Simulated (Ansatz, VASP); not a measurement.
One calculation of TaN, two programs

The input INCAR:

```
PREC = Accurate ; ENCUT = 700
EDIFF = 1E-6 ; ISMEAR = 0
SIGMA = 0.05 ; LREAL = F
LASPH = T ; NELM = 200
ALGO = Normal ; ISIF = 2
LWAVE = F ; LCHARG = F
ISPIN = 2 ; MAGMOM = 0 0
LORBIT = 11 ; LMAXMIX = 4
LDAU = T ; LDAUTYPE = 2
LDAUL = 2 -1 ; LDAUU = 1 0
LDAUJ = 0 0 ; LDAUPRINT = 1
GGA = PE ; NBANDS = 20
GGA_COMPAT = F
```

Contents of KPOINTS:

```
regular mesh
0
Gamma
  7 7 7
```

Contents of POSCAR:

```
TaN
1.0
    0.0000000000      2.1790013100      2.1790013100
    2.1790013100      0.0000000000      2.1790013100
    2.1790013100      2.1790013100      0.0000000000
Ta N
1 1
Direct
    0.5000000000      0.5000000000      0.5000000000
    0.0000000000      0.0000000000      0.0000000000
```

Input for Ansatz:

```yaml
crystal:
  lattice:
    - [0.0, 2.17900131, 2.17900131]
    - [2.17900131, 0.0, 2.17900131]
    - [2.17900131, 2.17900131, 0.0]
  atoms:
    - { symbol: Ta, position: [0.5, 0.5, 0.5], spin: 2.0 }
    - { symbol: "N", position: [0.0, 0.0, 0.0] }
basis:
  ecutwfc: 420
  ecutrho_ratio: 4
kpoints:
  mp_grid: { grid: [7, 7, 7] }
hamiltonian:
  xc: pbe
  hubbard:
    sites:
      - { site: 0, l: d, u_eff: 1.0, starting_ns: [{ spin: up, occupation_matrix: s0up }, { spin: down, occupation_matrix: s0down }] }
    occupation_matrices:
      s0up:
        matrix:
          - [0.02, 0.0, 0.0, 0.0, 0.0]
          - [0.0, 0.97, 0.0, 0.0, 0.0]
          - [0.0, 0.0, 0.02, 0.0, 0.0]
          - [0.0, 0.0, 0.0, 0.02, 0.0]
          - [0.0, 0.0, 0.0, 0.0, 0.97]
      s0down:
        matrix:
          - [0.02, 0.0, 0.0, 0.0, 0.0]
          - [0.0, 0.02, 0.0, 0.0, 0.0]
          - [0.0, 0.0, 0.02, 0.0, 0.0]
          - [0.0, 0.0, 0.0, 0.02, 0.0]
          - [0.0, 0.0, 0.0, 0.0, 0.02]
    ns_hold: { iters: 5 }
scf:
  occupations: { method: gaussian, width: 0.05 }
  lower_state_search: "off"
  max_iter: 150
output:
  forces: true
  stress: true
  eigenvalues: true
  populations: true
  hubbard: { sites: [{ site: 0, l: d }] }
  write_density: true
  write_potential: true
  elf: true
  volumetric_format: npy
magnetization:
  spin_polarized: true
```

Alike in both runs: task single point; functional PBE; k mesh 7 × 7 × 7; occupations gaussian, width 0.05 eV; collinear spin; Hubbard terms Ta d U = 1.0 eV.

```csv
,VASP,Ansatz
version,VASP 6.6.1,Ansatz 0.2.0
potentials or method,"VASP PAW PBE potentials, release 64 (Ta_sv_GW, N), cutoff 700 eV","scalar-relativistic, plane waves, PAW"
valence electrons in the cell,18,18
```

VASP gave:

```
gap on the k mesh at the Fermi level (eV) : none
pressure (GPa)                            : 17.6
```

Task: Which values does Ansatz return?

Result: gap on the k mesh at the Fermi level (eV): none; pressure (GPa): 15.2.

The programs project onto different local orbitals, so the same U acts differently, and such runs can settle in different states. A gap of «none» marks a metal or a gap that the smearing closes. Ansatz's warnings: filled band counts differ across k points, seeded moment not kept, specified occupation not kept, symmetry narrowed by occupation matrices.

Neither program's run includes spin-orbit coupling.
